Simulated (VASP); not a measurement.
# TiO2 in VASP: single point with PBE

Aim: the single point of TiO2 with PBE.

All numbers are computed with VASP 6.6.1; they aren't measurements. Logs are shortened: lines on timing, memory, paths and dates and some standing lists are left out, and cuts for length are marked.

### 1 The cell of the first run

The cell holds a slab with vacuum, 21 atoms: a = 3.799 Å, b = 3.799 Å, c = 30.393 Å, α = 90.00°, β = 90.00°, γ = 90.00°.

### 2 Single point, PBE

The input, INCAR:

```
SYSTEM = TiO2
PREC = Accurate ; ENCUT = 520
EDIFF = 1E-6 ; ISMEAR = 0
SIGMA = 0.05 ; LREAL = .False.
LASPH = .True. ; NELM = 120
ALGO = Normal ; ISIF = 2
LWAVE = .False. ; LCHARG = .False.
LDIPOL = .True. ; IDIPOL = 3
DIPOL = 0.5 0.5 0.500 ; GGA = PE
NBANDS = 100 ; GGA_COMPAT = .False.
NELMDL = -8
```

The input, KPOINTS:

```
regular mesh
0
Gamma
  7 7 1
  0 0 0
```

The input, POSCAR:

```
TiO2
1.0
    3.7989770282      0.0000000000      0.0000000000
    0.0000056462      3.7989770282      0.0000000000
    0.0000000000      0.0000000000     30.3930198990
O Ti
14 7
Direct
    0.9998171295      0.2496029349      0.2467671862
    0.4998526915      0.7496384969      0.2745469501
    0.4994214770      0.2496356716      0.3265481635
    0.9994570390      0.7496712337      0.3543279274
    0.4994542137      0.7492400191      0.4063291408
    0.9994897758      0.2492755812      0.4341089047
    0.9990585613      0.7492727559      0.4861101180
    0.4990941233      0.2493083179      0.5138898820
    0.9990912980      0.2488771034      0.5658910953
    0.4991268600      0.7489126654      0.5936708592
    0.4986956455      0.2489098401      0.6456720726
    0.9987312075      0.7489454022      0.6734518365
    0.4987283823      0.7485141876      0.7254530499
    0.9987639443      0.2485497497      0.7532328138
    0.4998337522      0.2496218742      0.2606570681
    0.4994404163      0.7496522944      0.3404380454
    0.9994708365      0.7492589584      0.4202190227
    0.9990775006      0.2492893786      0.5000000000
    0.4991079207      0.2488960427      0.5797809773
    0.4987145848      0.7489264629      0.6595619546
    0.9987450050      0.7485331269      0.7393429319
```

Potentials or basis: VASP PAW PBE potentials, release 64 (O, Ti_sv).

On the command line:

```sh
> cat potpaw_PBE.64/O/POTCAR potpaw_PBE.64/Ti_sv/POTCAR > POTCAR
> mpirun -np 1 vasp_std > vasp.out
```

OUTCAR:

```text
SYSTEM = TiO2
   PREC = Accurate
   ENCUT = 520
   EDIFF = 1E-6
   ISMEAR = 0
   LREAL = .False.
   LASPH = .True.
   NELM = 120
   ISIF = 2
   GGA = PE
   NELMDL = -8

 ion  position               nearest neighbor table
   1  1.000  0.250  0.247-  15 1.95  15 1.95
   2  0.500  0.750  0.275-  15 1.95  15 1.95  16 2.00
   3  0.499  0.250  0.327-  16 1.95  16 1.95  15 2.00
   4  0.999  0.750  0.354-  16 1.95  16 1.95  17 2.00
   5  0.499  0.749  0.406-  17 1.95  17 1.95  16 2.00
   6  0.999  0.249  0.434-  17 1.95  17 1.95  18 2.00
   7  0.999  0.749  0.486-  18 1.95  18 1.95  17 2.00
   8  0.499  0.249  0.514-  18 1.95  18 1.95  19 2.00
   9  0.999  0.249  0.566-  19 1.95  19 1.95  18 2.00
  10  0.499  0.749  0.594-  19 1.95  19 1.95  20 2.00
  11  0.499  0.249  0.646-  20 1.95  20 1.95  19 2.00
  12  0.999  0.749  0.673-  20 1.95  20 1.95  21 2.00
  13  0.499  0.749  0.725-  21 1.95  21 1.95  20 2.00
  14  0.999  0.249  0.753-  21 1.95  21 1.95
  15  0.500  0.250  0.261-   1 1.95   2 1.95   1 1.95   2 1.95   3 2.00
  16  0.499  0.750  0.340-   3 1.95   4 1.95   3 1.95   4 1.95   2 2.00   5 2.00
  17  0.999  0.749  0.420-   5 1.95   6 1.95   5 1.95   6 1.95   7 2.00   4 2.00
  18  0.999  0.249  0.500-   8 1.95   7 1.95   8 1.95   7 1.95   9 2.00   6 2.00
  19  0.499  0.249  0.580-  10 1.95   9 1.95  10 1.95   9 1.95   8 2.00  11 2.00
  20  0.499  0.749  0.660-  12 1.95  11 1.95  12 1.95  11 1.95  13 2.00  10 2.00
  21  0.999  0.749  0.739-  14 1.95  13 1.95  14 1.95  13 1.95  12 2.00

  LATTYP: Found a simple tetragonal cell.
 ALAT       =     3.7989770282
 C/A-ratio  =     8.0003168415

  Lattice vectors:

 A1 = (   3.7989770282,   0.0000000000,   0.0000000000)
 A2 = (   0.0000056462,   3.7989770282,   0.0000000000)
 A3 = (   0.0000000000,   0.0000000000,  30.3930198990)

Analysis of symmetry for initial positions (statically):
=====================================================================
 Subroutine PRICEL returns:
 Original cell was already a primitive cell.

 Routine SETGRP: Setting up the symmetry group for a
 simple tetragonal supercell.

 Subroutine GETGRP returns: Found  2 space group operations
 (whereof  1 operations were pure point group operations)
 out of a pool of 16 trial point group operations.

The static configuration has the point symmetry C_1 .
 The point group associated with its full space group is C_2 .

Analysis of symmetry for dynamics (positions and initial velocities):
=====================================================================
 Subroutine PRICEL returns:
 Original cell was already a primitive cell.

 Routine SETGRP: Setting up the symmetry group for a
 simple tetragonal supercell.

 Subroutine GETGRP returns: Found  2 space group operations
 (whereof  1 operations were pure point group operations)
 out of a pool of 16 trial point group operations.

The dynamic configuration has the point symmetry C_1 .
 The point group associated with its full space group is C_2 .

 Subroutine INISYM returns: Found  2 space group operations
 (whereof  1 operations are pure point group operations),
 and found     1 'primitive' translations

----------------------------------------------------------------------------------------

                                     Primitive cell

  volume of cell :     438.6389

  direct lattice vectors                    reciprocal lattice vectors
     3.798977028  0.000000000  0.000000000     0.263228757 -0.000000391  0.000000000
     0.000005646  3.798977028  0.000000000     0.000000000  0.263228757  0.000000000
     0.000000000  0.000000000 30.393019899     0.000000000  0.000000000  0.032902291

  length of vectors
     3.798977028  3.798977028 30.393019899     0.263228757  0.263228757  0.032902291

  position of ions in fractional coordinates (direct lattice)
     0.999817130  0.249602935  0.246767186
     0.499852692  0.749638497  0.274546950
     0.499421477  0.249635672  0.326548164
     0.999457039  0.749671234  0.354327927
     0.499454214  0.749240019  0.406329141
     0.999489776  0.249275581  0.434108905
[... 13 lines left out ...]
     0.498714585  0.748926463  0.659561955
     0.998745005  0.748533127  0.739342932

  ion indices of the primitive-cell ions
   primitive index   ion index
                 1           1
                 2           2
                 3           3
                 4           4
                 5           5
                 6           6
[... 13 lines left out ...]
                20          20
                21          21

----------------------------------------------------------------------------------------

 KPOINTS: regular mesh

Automatic generation of k-mesh.
 Grid dimensions read from file:
 generate k-points for:    7    7    1

 Generating k-lattice:

  Cartesian coordinates                     Fractional coordinates (reciprocal lattice)
     0.037604108 -0.000000056  0.000000000     0.142857143 -0.000000000  0.000000000
     0.000000000  0.037604108  0.000000000     0.000000000  0.142857143  0.000000000
     0.000000000  0.000000000  0.032902291     0.000000000  0.000000000  1.000000000

  Length of vectors
     0.037604108  0.037604108  0.032902291

  Shift w.r.t. Gamma in fractional coordinates (k-lattice)
     0.000000000  0.000000000  0.000000000

 Subroutine IBZKPT returns following result:
 ===========================================

 Found     16 irreducible k-points:

 Following reciprocal coordinates:
            Coordinates               Weight
  0.000000  0.000000  0.000000      1.000000
  0.142857  0.000000  0.000000      4.000000
  0.285714  0.000000  0.000000      4.000000
  0.428571  0.000000  0.000000      4.000000
  0.142857  0.142857  0.000000      2.000000
 -0.142857  0.142857  0.000000      2.000000
[... 8 lines left out ...]
  0.428571  0.428571  0.000000      2.000000
 -0.428571  0.428571  0.000000      2.000000
   k-points           NKPTS =     16   k-points in BZ     NKDIM =     16   number of bands    NBANDS=    100
   number of dos      NEDOS =    301   number of ions     NIONS =     21
   total plane-waves  NPLWV = 188160
   dimension x,y,z NGX =    28 NGY =   28 NGZ =  240
   dimension x,y,z NGXF=    56 NGYF=   56 NGZF=  480
   ions per type =              14   7
   NGX,Y,Z   is equivalent  to a cutoff of  12.25, 12.25, 13.13 a.u.
   NGXF,Y,Z  is equivalent  to a cutoff of  24.51, 24.51, 26.26 a.u.
 SYSTEM =  TiO2
   PREC   = accura    normal or accurate (medium, high low for compatibility)
   ISTART =      0    job   : 0-new  1-cont  2-samecut
   ICHARG =      2    charge: 1-file 2-atom 10-const
   ISPIN  =      1    spin polarized calculation?
   LNONCOLLINEAR =      F non collinear calculations
   LSORBIT =      F    spin-orbit coupling
   LASPH  =      T    aspherical Exc in radial PAW
   ENCUT  =  520.0 eV  38.22 Ry    6.18 a.u.   7.06  7.06 56.51*2*pi/ulx,y,z
   NELM   =    120;   NELMIN=  2; NELMDL= -8     # of ELM steps
   EDIFF  = 0.1E-05   stopping-criterion for ELM
   LREAL  =      F    real-space projection
   EDIFFG = 0.1E-04   stopping-criterion for IOM
   NSW    =      0    number of steps for IOM
   IBRION =     -1    ionic relax: 0-MD 1-quasi-New 2-CG
   NFREE  =      0    steps in history (QN), initial steepest desc. (CG)
   ISIF   =      2    stress and relaxation
   ISYM   =      2    0-nonsym 1-usesym 2-fastsym
   POTIM  = 0.5000    time-step for ionic-motion
   TEBEG  =    0.0;   TEEND  =   0.0 temperature during run
   PSTRESS=    0.0 pullay stress
   NELECT =     168.0000    total number of electrons
   NUPDOWN=      -1.0000    fix difference up-down
   EMIN   =  10.00;   EMAX   =-10.00  energy-range for DOS
   EFERMI =   0.00;   METHOD = LEGACY
   ISMEAR =     0;   SIGMA  =   0.05  broadening in eV -4-tet -1-fermi 0-gaus
   EFERMI_NEDOS =   21; number of points for ismear=-14 and -15
   IALGO  =     38    algorithm
   IMIX   =      4    mixing-type and parameters
     AMIX     =   0.40;   BMIX     =  1.00
     AMIX_MAG =   1.60;   BMIX_MAG =  1.00
  volume/ion in A,a.u.               =      20.89       140.96
  Fermi-wavevector in a.u.,A,eV,Ry     =   1.188891  2.246679 19.231329  1.413463
  Thomas-Fermi vector in A             =   2.325011
   LORBIT       =      0    0 simple, 1 ext, 2 COOP (PROOUT), +10 PAW based schemes
   GGA     = PE    functional components
   LHFCALC =     F    Hartree Fock is set to
   AEXX    =    0.0000 exact exchange contribution
   IVDW    =     0    specifies the selected vdW correction
   LEPSILON=     F    determine dielectric tensor
   LRPA    =     F    only Hartree local field effects (RPA)
 non-spin polarized calculation
 Gauss-broadening in eV      SIGMA  =   0.05
  energy-cutoff  :      520.00
  volume of cell :      438.64
 maximum number of plane-waves:     11845
   NGX = 15   NGY = 15   NGZ =113

 dipolmoment           0.000000      0.000000     -0.000000 electrons x Angstroem

 number of electron     167.9999970 magnetization

 dipolmoment           0.000000      0.000000      0.000001 electrons x Angstroem

 Free energy of the ion-electron system (eV)
  ---------------------------------------------------
  ext. energy  EPLUGINS =         0.00000000
  ---------------------------------------------------
  free energy    TOTEN  =      -186.59483912 eV

  energy without entropy =     -186.59483912  energy(sigma->0) =     -186.59483912

 E-fermi :  -0.2187     XC(G=0):  -6.3757

 val. band max:       -0.5572358996   @ k =   0.4286   0.4286   0.0000
 cond. band min:       1.0117237419   @ k =   0.0000   0.0000   0.0000
 fundamental gap:      1.5689596415
 Fermi energy:        -0.2186549785

 k-point     1 :       0.0000    0.0000    0.0000
  band No.  band energies     occupation
      1     -57.5878      2.00000
      2     -57.5730      2.00000
      3     -57.5586      2.00000
      4     -57.5439      2.00000
      5     -57.5401      2.00000
      6     -57.4270      2.00000
[... 1573 lines left out ...]
     95       2.4495      0.00000
     96       2.4893      0.00000
 [bands above 96 left out]

------------------------ aborting loop because EDIFF is reached ----------------------------------------

 vacuum level on the upper side and lower side of the slab       (xc-potential included)        -0.163        -0.163

  FORCE on cell =-STRESS in cart. coord.  units (eV):
  Direction    XX          YY          ZZ          XY          YZ          ZX
  --------------------------------------------------------------------------------------
  -------------------------------------------------------------------------------------
  Total       -6.4164557     -6.4164557     -2.0803357     -0.0000386      0.0137523      0.0137524
  in kB      -23.4368149    -23.4368149     -7.5986567     -0.0001408      0.0502317      0.0502321
  external PRESSURE =     -18.1574288 kB  Pullay stress =       0.0000000 kB

 VOLUME and BASIS-vectors are now :
 -----------------------------------------------------------------------------
  energy-cutoff  :      520.00
  volume of cell :      438.64
      direct lattice vectors                 reciprocal lattice vectors
     3.798977028  0.000000000  0.000000000     0.263228757 -0.000000391  0.000000000
     0.000005646  3.798977028  0.000000000     0.000000000  0.263228757  0.000000000
     0.000000000  0.000000000 30.393019899     0.000000000  0.000000000  0.032902291

 POSITION                                       TOTAL-FORCE (eV/Angst)
 -----------------------------------------------------------------------------------
      3.79828      0.94824      7.50000         0.000090      0.000591     -0.538391
      1.89893      2.84786      8.34431        -0.000613     -0.000744     -0.156024
      1.89729      0.94836      9.92478         0.001584     -0.000180     -0.546004
      3.79692      2.84798     10.76910         0.000265     -0.000254      0.083002
      1.89742      2.84635     12.34957        -0.000164      0.000233     -0.011522
      3.79704      0.94699     13.19388        -0.000261      0.000181     -0.020076
[... 13 lines left out ...]
      1.89461      2.84515     20.04608         0.000520     -0.000288      0.218851
      3.79421      2.84366     22.47086         0.000027      0.002114     -1.351630
 -----------------------------------------------------------------------------------
    total drift:                                0.000224      0.000215      0.000046

  FREE ENERGIE OF THE ION-ELECTRON SYSTEM (eV)
  ---------------------------------------------------
  free  energy   TOTEN  =      -186.5948391217 eV

  energy  without entropy=     -186.5948391217  energy(sigma->0) =     -186.59483912

 vacuum level on the upper side and lower side of the slab         5.197         5.197
```

It took 52 min on 1 thread of Oxide Virtual Turin-like, shared host; peak memory 0.69 GiB.

What came out:

| Property | Result |
| --- | --- |
| Free energy | -186.5948 eV |
| Largest force | 1.352 eV/Å |
| Band gap on the k mesh | 1.57 eV (least direct gap 1.99 eV) |

Forces on the atoms (eV/Å):
```
O    0.000  0.001 -0.538
O   -0.001 -0.001 -0.156
O    0.002  0.000 -0.546
O    0.000  0.000  0.083
O    0.000  0.000 -0.012
O    0.000  0.000 -0.020
O    0.000  0.000  0.028
O    0.000  0.000 -0.028
O    0.000  0.000  0.020
O    0.000  0.000  0.012
O    0.000  0.000 -0.083
O    0.000 -0.002  0.546
O    0.001  0.001  0.156
O   -0.001  0.000  0.538
Ti  -0.002  0.000  1.352
Ti   0.000 -0.001 -0.219
Ti   0.000  0.000 -0.046
Ti   0.000  0.000  0.000
Ti   0.000  0.000  0.046
Ti   0.001  0.000  0.219
Ti   0.000  0.002 -1.352
```
